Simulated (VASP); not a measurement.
# MgSi (P4/mmm) in VASP: a series of runs, part 2 of 2

VASP 6.6.1. The steps go on from the part before.

**3. Single point, LDA**

This run uses another cell than the first one, of the same volume but with other edges.

Contents of INCAR:

```
ALGO     = Normal         # electronic algorithm
EDIFF    = 1E-6           # SCF threshold, eV
ENCUT    = 520            # plane-wave cutoff, eV
ISIF     = 2              # what is computed and relaxed
ISMEAR   = 0              # smearing method
LASPH    = T              # aspherical terms in the spheres
LCHARG   = F              # write CHGCAR
LREAL    = F              # projectors in reciprocal space
LWAVE    = F              # write WAVECAR
NBANDS   = 10             # bands
NELM     = 80             # most SCF steps
PREC     = Accurate       # precision mode
SIGMA    = 0.15           # smearing width, eV
```

Contents of KPOINTS:

```
k-points
0
Gamma
  18 18 14
```

Contents of POSCAR:

```
MgSi
1.0
    2.8614762150      0.0000000000      0.0000000000
    0.0000000000      2.8614762150      0.0000000000
    0.0000000000      0.0000000000      4.2390926739
Mg Si
1 1
Direct
    0.0000000000      0.0000000000      0.0000000000
    0.5000000000      0.5000000000      0.5000000000
```

Potentials or basis: VASP PAW LDA potentials, release 64 (Mg, Si).

The run is started by

```console
> cat potpaw_LDA.64/Mg/POTCAR potpaw_LDA.64/Si/POTCAR > POTCAR
> mpirun -np 1 vasp_std > vasp.out
```

OUTCAR:

```text
EDIFF = 1E-6
   ENCUT = 520
   ISIF = 2
   ISMEAR = 0
   LASPH = T
   LREAL = F
   NELM = 80
   PREC = Accurate

 ion  position               nearest neighbor table
   1  0.000  0.000  0.000-   2 2.93   2 2.93   2 2.93   2 2.93   2 2.93   2 2.93   2 2.93   2 2.93

   2  0.500  0.500  0.500-   1 2.93   1 2.93   1 2.93   1 2.93   1 2.93   1 2.93   1 2.93   1 2.93

  LATTYP: Found a simple tetragonal cell.
 ALAT       =     2.8614762150
 C/A-ratio  =     1.4814355792

  Lattice vectors:

 A1 = (   2.8614762150,   0.0000000000,   0.0000000000)
 A2 = (   0.0000000000,   2.8614762150,   0.0000000000)
 A3 = (   0.0000000000,   0.0000000000,   4.2390926739)

Analysis of symmetry for initial positions (statically):
=====================================================================
 Subroutine PRICEL returns:
 Original cell was already a primitive cell.

 Routine SETGRP: Setting up the symmetry group for a
 simple tetragonal supercell.

 Subroutine GETGRP returns: Found 16 space group operations
 (whereof 16 operations were pure point group operations)
 out of a pool of 16 trial point group operations.

The static configuration has the point symmetry D_4h.

Analysis of symmetry for dynamics (positions and initial velocities):
=====================================================================
 Subroutine PRICEL returns:
 Original cell was already a primitive cell.

 Routine SETGRP: Setting up the symmetry group for a
 simple tetragonal supercell.

 Subroutine GETGRP returns: Found 16 space group operations
 (whereof 16 operations were pure point group operations)
 out of a pool of 16 trial point group operations.

The dynamic configuration has the point symmetry D_4h.

 Subroutine INISYM returns: Found 16 space group operations
 (whereof 16 operations are pure point group operations),
 and found     1 'primitive' translations

[... 117 lines left out ...]
  Thomas-Fermi vector in A             =   2.036296
   LORBIT       =      0    0 simple, 1 ext, 2 COOP (PROOUT), +10 PAW based schemes
   GGA     = CA    functional components
   LHFCALC =     F    Hartree Fock is set to
   AEXX    =    0.0000 exact exchange contribution
   IVDW    =     0    specifies the selected vdW correction
   LEPSILON=     F    determine dielectric tensor
   LRPA    =     F    only Hartree local field effects (RPA)
 non-spin polarized calculation
 Gauss-broadening in eV      SIGMA  =   0.15
  energy-cutoff  :      520.00
  volume of cell :       34.71
 maximum number of plane-waves:       976
 NGX is ok and might be reduce to    24

 number of electron       6.0000000 magnetization

 Free energy of the ion-electron system (eV)
  ---------------------------------------------------
  ext. energy  EPLUGINS =         0.00000000
  ---------------------------------------------------
  free energy    TOTEN  =        -7.64282583 eV

  energy without entropy =       -7.63393419  energy(sigma->0) =       -7.63838001

 E-fermi :   5.9893     XC(G=0): -10.0662

 val. band max:        5.9863140535   @ k =   0.5000   0.1667   0.2857
 cond. band min:       5.9928548479   @ k =   0.2778   0.1111   0.0000
 fundamental gap:      0.0065407943
 Fermi energy:         5.9893093646

 k-point     1 :       0.0000    0.0000    0.0000
  band No.  band energies     occupation
      1      -5.2251      2.00000
      2       2.8290      2.00000
      3       4.4279      2.00000
      4      10.8155      0.00000
      5      10.8155      0.00000
      6      11.8290      0.00000
      7      14.8669      0.00000
      8      18.5785      0.00000
      9      18.6627      0.00000
     10      18.6627      0.00000
[... 287 lines left out ...]
 k-point    24 :       0.3333    0.1111    0.0000
  band No.  band energies     occupation
      1      -3.1275      2.00000
      2       2.9454      2.00000
      3       4.6822      2.00000
      4       6.5604      0.00000
      5      10.0548      0.00000
      6      10.9387      0.00000
      7      12.2027      0.00000
      8      16.1292      0.00000
      9      17.6613      0.00000
     10      17.8750      0.00000

 [... further k-points ...]

------------------------ aborting loop because EDIFF is reached ----------------------------------------

  FORCE on cell =-STRESS in cart. coord.  units (eV):
  Direction    XX          YY          ZZ          XY          YZ          ZX
  --------------------------------------------------------------------------------------
  -------------------------------------------------------------------------------------
  Total       -0.3883724     -0.3883724     -1.7724837      0.0000000      0.0000000      0.0000000
  in kB      -17.9269221    -17.9269221    -81.8162632      0.0000000      0.0000000      0.0000000
  external PRESSURE =     -39.2233691 kB  Pullay stress =       0.0000000 kB

 VOLUME and BASIS-vectors are now :
 -----------------------------------------------------------------------------
  energy-cutoff  :      520.00
  volume of cell :       34.71
      direct lattice vectors                 reciprocal lattice vectors
     2.861476215  0.000000000  0.000000000     0.349469968  0.000000000  0.000000000
     0.000000000  2.861476215  0.000000000     0.000000000  0.349469968  0.000000000
     0.000000000  0.000000000  4.239092674     0.000000000  0.000000000  0.235899537

 POSITION                                       TOTAL-FORCE (eV/Angst)
 -----------------------------------------------------------------------------------
      0.00000      0.00000      0.00000         0.000000      0.000000      0.000000
      1.43074      1.43074      2.11955         0.000000      0.000000      0.000000
 -----------------------------------------------------------------------------------
    total drift:                               -0.000000     -0.000000     -0.000000

  FREE ENERGIE OF THE ION-ELECTRON SYSTEM (eV)
  ---------------------------------------------------
  free  energy   TOTEN  =        -7.6428258285 eV

  energy  without entropy=       -7.6339341860  energy(sigma->0) =       -7.63838001
```

It took 50 s on 1 thread of AMD EPYC 9R45 (Zen 5), shared host; peak memory 0.25 GiB.

What came out:

```yaml
Free_energy: -7.6428 eV
Pressure: -3.9 GPa
Band_gap_on_the_k_mesh: zero (bands 3 and 4 overlap by 6.79 eV)
```

Stress tensor (GPa, compression positive):
```
-1.79  0.00  0.00
 0.00 -1.79  0.00
 0.00  0.00 -8.18
```

Caveat: the stress differs along the axes, from -8 to -2 GPa.

**4. Single point, LDA**

This run uses another cell than the first one, of the same volume but with other edges.

Contents of INCAR:

```
PREC = Accurate
ENCUT = 520
EDIFF = 1E-6
ISMEAR = 0
SIGMA = 0.15
LREAL = False
LASPH = True
NELM = 80
ALGO = Normal
ISIF = 2
LWAVE = False
LCHARG = False
GGA = CA
NBANDS = 10
```

Contents of KPOINTS:

```
Automatic mesh
0
Gamma
  18 18 14
```

Contents of POSCAR:

```
MgSi
1.0
    3.1329724629      0.0000000000      0.0000000000
    0.0000000000      3.1329724629      0.0000000000
    0.0000000000      0.0000000000      3.5362261907
Mg Si
1 1
Direct
    0.0000000000      0.0000000000      0.0000000000
    0.5000000000      0.5000000000      0.5000000000
```

Potentials or basis: VASP PAW LDA potentials, release 64 (Mg, Si).

The run is started by

```console
> cat potpaw_LDA.64/Mg/POTCAR potpaw_LDA.64/Si/POTCAR > POTCAR
> mpirun -np 1 vasp_std > vasp.out
```

OUTCAR:

```text
PREC = Accurate
   ENCUT = 520
   EDIFF = 1E-6
   ISMEAR = 0
   LREAL = False
   LASPH = True
   NELM = 80
   ISIF = 2
   GGA = CA

 ion  position               nearest neighbor table
   1  0.000  0.000  0.000-   2 2.83   2 2.83   2 2.83   2 2.83   2 2.83   2 2.83   2 2.83   2 2.83

   2  0.500  0.500  0.500-   1 2.83   1 2.83   1 2.83   1 2.83   1 2.83   1 2.83   1 2.83   1 2.83

  LATTYP: Found a simple tetragonal cell.
 ALAT       =     3.1329724629
 C/A-ratio  =     1.1287128223

  Lattice vectors:

 A1 = (   3.1329724629,   0.0000000000,   0.0000000000)
 A2 = (   0.0000000000,   3.1329724629,   0.0000000000)
 A3 = (   0.0000000000,   0.0000000000,   3.5362261907)

Analysis of symmetry for initial positions (statically):
=====================================================================
 Subroutine PRICEL returns:
 Original cell was already a primitive cell.

 Routine SETGRP: Setting up the symmetry group for a
 simple tetragonal supercell.

 Subroutine GETGRP returns: Found 16 space group operations
 (whereof 16 operations were pure point group operations)
 out of a pool of 16 trial point group operations.

The static configuration has the point symmetry D_4h.

Analysis of symmetry for dynamics (positions and initial velocities):
=====================================================================
 Subroutine PRICEL returns:
 Original cell was already a primitive cell.

 Routine SETGRP: Setting up the symmetry group for a
 simple tetragonal supercell.

 Subroutine GETGRP returns: Found 16 space group operations
 (whereof 16 operations were pure point group operations)
 out of a pool of 16 trial point group operations.

The dynamic configuration has the point symmetry D_4h.

 Subroutine INISYM returns: Found 16 space group operations
 (whereof 16 operations are pure point group operations),
 and found     1 'primitive' translations
[... 118 lines left out ...]
  Thomas-Fermi vector in A             =   2.036296
   LORBIT       =      0    0 simple, 1 ext, 2 COOP (PROOUT), +10 PAW based schemes
   GGA     = CA    functional components
   LHFCALC =     F    Hartree Fock is set to
   AEXX    =    0.0000 exact exchange contribution
   IVDW    =     0    specifies the selected vdW correction
   LEPSILON=     F    determine dielectric tensor
   LRPA    =     F    only Hartree local field effects (RPA)
 non-spin polarized calculation
 Gauss-broadening in eV      SIGMA  =   0.15
  energy-cutoff  :      520.00
  volume of cell :       34.71
 maximum number of plane-waves:       968
 NGX is ok and might be reduce to    24

 number of electron       6.0000000 magnetization

 Free energy of the ion-electron system (eV)
  ---------------------------------------------------
  ext. energy  EPLUGINS =         0.00000000
  ---------------------------------------------------
  free energy    TOTEN  =        -7.59034793 eV

  energy without entropy =       -7.58096070  energy(sigma->0) =       -7.58565431

 E-fermi :   5.9098     XC(G=0): -10.0680

 val. band max:        5.8935575511   @ k =   0.1667   0.0000   0.0000
 cond. band min:       5.9126324005   @ k =   0.5000   0.1667   0.3571
 fundamental gap:      0.0190748493
 Fermi energy:         5.9098151655

 k-point     1 :       0.0000    0.0000    0.0000
  band No.  band energies     occupation
      1      -5.1080      2.00000
      2       5.5743      1.99844
      3       7.9680      0.00000
      4       8.2782      0.00000
      5       8.2782      0.00000
      6      10.0678      0.00000
      7      11.7497      0.00000
      8      18.3922      0.00000
      9      18.3922      0.00000
     10      19.7363      0.00000
[... 287 lines left out ...]
 k-point    24 :       0.3333    0.1111    0.0000
  band No.  band energies     occupation
      1      -3.4166      2.00000
      2       1.9430      2.00000
      3       6.9106      0.00000
      4       7.6804      0.00000
      5       9.7567      0.00000
      6      12.6530      0.00000
      7      13.1443      0.00000
      8      14.3441      0.00000
      9      14.8237      0.00000
     10      18.0273      0.00000

 [... further k-points ...]

------------------------ aborting loop because EDIFF is reached ----------------------------------------

  FORCE on cell =-STRESS in cart. coord.  units (eV):
  Direction    XX          YY          ZZ          XY          YZ          ZX
  --------------------------------------------------------------------------------------
  -------------------------------------------------------------------------------------
  Total       -0.6443283     -0.6443283      0.4535977      0.0000000      0.0000000     -0.0000000
  in kB      -29.7416172    -29.7416172     20.9376626      0.0000000      0.0000000     -0.0000000
  external PRESSURE =     -12.8485239 kB  Pullay stress =       0.0000000 kB

 VOLUME and BASIS-vectors are now :
 -----------------------------------------------------------------------------
  energy-cutoff  :      520.00
  volume of cell :       34.71
      direct lattice vectors                 reciprocal lattice vectors
     3.132972463  0.000000000  0.000000000     0.319185697  0.000000000  0.000000000
     0.000000000  3.132972463  0.000000000     0.000000000  0.319185697  0.000000000
     0.000000000  0.000000000  3.536226191     0.000000000  0.000000000  0.282787341

 POSITION                                       TOTAL-FORCE (eV/Angst)
 -----------------------------------------------------------------------------------
      0.00000      0.00000      0.00000         0.000000      0.000000      0.000000
      1.56649      1.56649      1.76811         0.000000      0.000000      0.000000
 -----------------------------------------------------------------------------------
    total drift:                               -0.000000     -0.000000     -0.000000

  FREE ENERGIE OF THE ION-ELECTRON SYSTEM (eV)
  ---------------------------------------------------
  free  energy   TOTEN  =        -7.5903479282 eV

  energy  without entropy=       -7.5809606984  energy(sigma->0) =       -7.58565431
```

OSZICAR:

```text
N       E                     dE             d eps       ncg     rms          rms(c)
DAV:   1     0.254046762189E+01    0.25405E+01   -0.24761E+03  9120   0.465E+02
DAV:   2    -0.745093830112E+01   -0.99914E+01   -0.95756E+01 11268   0.605E+01
DAV:   3    -0.770287187515E+01   -0.25193E+00   -0.24810E+00 11366   0.821E+00
DAV:   4    -0.770396905136E+01   -0.10972E-02   -0.10970E-02 10906   0.609E-01
DAV:   5    -0.770397445792E+01   -0.54066E-05   -0.54063E-05 10816   0.409E-02    0.231E+00
DAV:   6    -0.762208549301E+01    0.81889E-01   -0.68285E-02  9980   0.930E-01    0.136E+00
DAV:   7    -0.759202205559E+01    0.30063E-01   -0.57180E-02 10582   0.882E-01    0.261E-01
DAV:   8    -0.759036302881E+01    0.16590E-02   -0.32091E-03  9792   0.275E-01    0.744E-02
DAV:   9    -0.759035069964E+01    0.12329E-04   -0.11068E-04 10328   0.539E-02    0.442E-02
DAV:  10    -0.759034814918E+01    0.25505E-05   -0.84977E-06 10282   0.128E-02    0.116E-02
DAV:  11    -0.759034792820E+01    0.22097E-06   -0.99370E-07  6454   0.448E-03
   1 F= -.75903479E+01 E0= -.75856543E+01  d E =-.938723E-02
```

stdout:

```text
POSCAR found type information on POSCAR MgSi
 POSCAR found :  2 types and       2 ions
 scaLAPACK will be used
 LDA part: xc-table for (Slater(with rela. corr.)+CA(PZ))
 , standard interpolation
 POSCAR, INCAR and KPOINTS ok, starting setup
 FFT: planning ... GRIDC
 FFT: planning ... GRID_SOFT
 FFT: planning ... GRID
 WAVECAR not read
 entering main loop
```

It took 48 s on 1 thread of AMD EPYC 9R45 (Zen 5), shared host; peak memory 0.24 GiB.

What came out:

```
Free energy            : -7.5903 eV
Pressure               : -1.3 GPa
Band gap on the k mesh : zero (bands 3 and 4 overlap by 5.27 eV)
```

Stress tensor (GPa, compression positive):
```
-2.97  0.00  0.00
 0.00 -2.97  0.00
 0.00  0.00  2.09
```

Caveat: the stress differs along the axes, from -3 to 2 GPa.

**5. Single point, LDA**

This run uses another cell than the first one, of the same volume but with other edges.

Contents of INCAR:

```
SYSTEM = MgSi
PREC = Accurate
ENCUT = 520
EDIFF = 1E-6
ISMEAR = 0
SIGMA = 0.15
LREAL = .FALSE.
LASPH = .TRUE.
NELM = 80
ALGO = Normal
ISIF = 2
LWAVE = .FALSE.
LCHARG = .FALSE.
GGA = CA
NBANDS = 10
```

Contents of KPOINTS:

```
Automatic mesh
0
G
  18 18 14
  0 0 0
```

Contents of POSCAR:

```
MgSi
1.0
    2.6648460377      0.0000000000      0.0000000000
    0.0000000000      2.6648460377      0.0000000000
    0.0000000000      0.0000000000      4.8877495747
Mg Si
1 1
Direct
    0.0000000000      0.0000000000      0.0000000000
    0.5000000000      0.5000000000      0.5000000000
```

The run is started by

```console
> cat potpaw_LDA.64/Mg/POTCAR potpaw_LDA.64/Si/POTCAR > POTCAR
> mpirun -np 1 vasp_std > vasp.out
```

It took 49 s on 1 thread of AMD EPYC 9R45 (Zen 5), shared host; peak memory 0.24 GiB.

It converged, with:

```
Free energy            : -7.3457 eV
Pressure               : -2.4 GPa
Band gap on the k mesh : zero (bands 3 and 4 overlap by 4.47 eV)
```

Stress tensor (GPa, compression positive):
```
  2.37   0.00   0.00
  0.00   2.37   0.00
  0.00   0.00 -12.08
```

Levels at points of the mesh, in eV from the Fermi level:
```
           k point  band 1  band 2  band 3  band 4  band 5  band 6  band 7
(0.00, 0.00, 0.00)  -11.45   -4.45   -3.85    7.05    7.05    7.32   11.31
(0.50, 0.00, 0.00)   -7.18   -5.54   -0.71    0.45    1.78    2.01    9.88
(0.50, 0.50, 0.00)   -2.44   -2.16   -2.16    1.60    3.12    4.85    4.85
(0.00, 0.00, 0.50)  -11.00   -7.45    2.42    3.51    7.19    7.19    7.86
(0.50, 0.00, 0.50)   -6.81   -5.13   -3.22   -1.32    5.83    7.51    8.62
(0.50, 0.50, 0.50)   -1.93   -1.89   -1.89    0.87    2.01    2.25    2.25
```

Caveat: the stress differs along the axes, from -12 to 2 GPa.

**6. The runs side by side**

| cell | gap on the mesh (eV) | pressure (GPa) |
| --- | --- | --- |
| a = 2.948, b = 2.948, c = 3.993 Å, 2 atoms | none | -3.3 |
| a = 2.861, b = 2.861, c = 4.239 Å, 2 atoms | none | -3.9 |
| a = 3.133, b = 3.133, c = 3.536 Å, 2 atoms | none | -1.3 |
| a = 2.665, b = 2.665, c = 4.888 Å, 2 atoms | none | -2.4 |

Alike in all rows: task single point; level LDA; potentials or basis VASP PAW LDA potentials, release 64 (Mg, Si); no spin polarisation; k mesh 18 × 18 × 14; cutoff (eV) 520; smearing gaussian 0.15 eV.

Caveats: the cell stands under tension (at least some runs); the stress differs along the axes, from -8 to -2 GPa (at least some runs); the stress differs along the axes, from -3 to 2 GPa (at least some runs); the stress differs along the axes, from -12 to 2 GPa (at least some runs).

Absolute energies hang on the potentials; compare differences alone.
